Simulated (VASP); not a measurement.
## CuO: single point with r2SCAN+U

CuO:

```
Cu O
1.0
     1.99097   -2.15355    0.00000
     1.99097    2.15355    0.00000
     0.00000    0.00000    5.15593
Cu O
2 2
Direct
  0.00000 0.50000 0.00000
  0.50000 0.00000 0.50000
  0.50000 0.50000 0.25000
  0.50000 0.50000 0.75000
```

| Property | Result |
| --- | --- |
| Program | VASP 6.6.1 |
| Task | single point |
| Functional | r2SCAN |
| Potentials or basis | VASP PAW PBE potentials, release 64 (Cu, O) |
| Cutoff | 520 eV |
| k mesh | 12 × 12 × 8 |
| Occupations | gaussian, width 0.02 eV |
| Spin | collinear spin |
| Starting moments | [1.0, 1.0, 0.0, 0.0] μB |
| Hubbard terms | Cu d U = 4.0 eV |

- Pressure: -4.9 GPa
- Band gap on the k mesh: 0.72 eV
- Net moment: 2.00 μB per cell
- Site moments: Cu +0.70; O +0.28 μB
- Valence electrons inside the program's atomic spheres: Cu 9.90; O 5.03

Stress tensor (GPa, compression positive):
```
-5.57  0.00  0.00
 0.00 -6.15  0.00
 0.00  0.00 -3.08
```

Levels at points of the mesh, in eV from the valence-band top:
Spin up:
```tsv
k point	band 15	band 16	band 17	band 18	band 19	band 20	band 21	band 22
(0.00, 0.00, 0.00)	-3.20	-2.28	-0.59	-0.43	1.57	6.85	7.73	13.83
(0.50, 0.00, 0.00)	-3.32	-2.22	-0.88	-0.67	4.35	6.42	7.20	11.78
(0.50, 0.50, 0.00)	-4.00	-2.87	-2.64	0.00	2.81	7.94	9.69	10.94
(0.00, 0.00, 0.50)	-2.32	-2.32	-1.16	-1.16	3.75	3.75	12.46	12.46
(0.50, 0.00, 0.50)	-3.66	-2.64	-1.73	-0.52	5.04	6.37	8.99	9.50
(0.50, 0.50, 0.50)	-2.99	-2.99	-2.25	-2.25	4.56	4.56	10.89	10.89
```
Spin down:
```
           k point  band 12  band 13  band 14  band 15  band 16  band 17  band 18  band 19  band 20  band 21
(0.00, 0.00, 0.00)    -3.19    -3.06    -2.64    -2.60    -1.51     1.90     2.32     2.55     6.99     8.18
(0.50, 0.00, 0.00)    -3.78    -2.89    -2.70    -2.58    -1.56     2.18     2.37     4.32     6.83     7.41
(0.50, 0.50, 0.00)    -3.83    -3.74    -3.47    -2.12    -1.91     0.72     2.74     3.10     7.82     9.86
(0.00, 0.00, 0.50)    -3.97    -3.30    -3.30    -1.67    -1.67     2.03     2.03     4.14     4.14    12.69
(0.50, 0.00, 0.50)    -3.66    -3.21    -3.03    -2.44    -2.01     1.60     2.37     5.17     6.76     9.20
(0.50, 0.50, 0.50)    -4.29    -2.59    -2.59    -2.24    -2.24     1.59     1.59     4.51     4.51    11.21
```

Eigenvalues of the final occupation matrices:
| site | spin | trace | eigenvalues |
| --- | --- | --- | --- |
| site 1 d | 1 | 4.92 | 0.95 0.97 0.98 0.98 1.03 |
| site 1 d | 2 | 4.21 | 0.35 0.94 0.97 0.97 0.98 |
| site 2 d | 1 | 4.92 | 0.95 0.97 0.98 0.98 1.03 |
| site 2 d | 2 | 4.21 | 0.35 0.94 0.97 0.97 0.98 |

Run time: 31 min on 1 thread of Oxide Virtual Turin-like Processor, on a shared host, peak memory 0.44 GiB.

Caveat: the cell stands under tension; the PAW data sets were made with another functional, which shifts forces and pressure a little. A k mesh can miss the band edges.
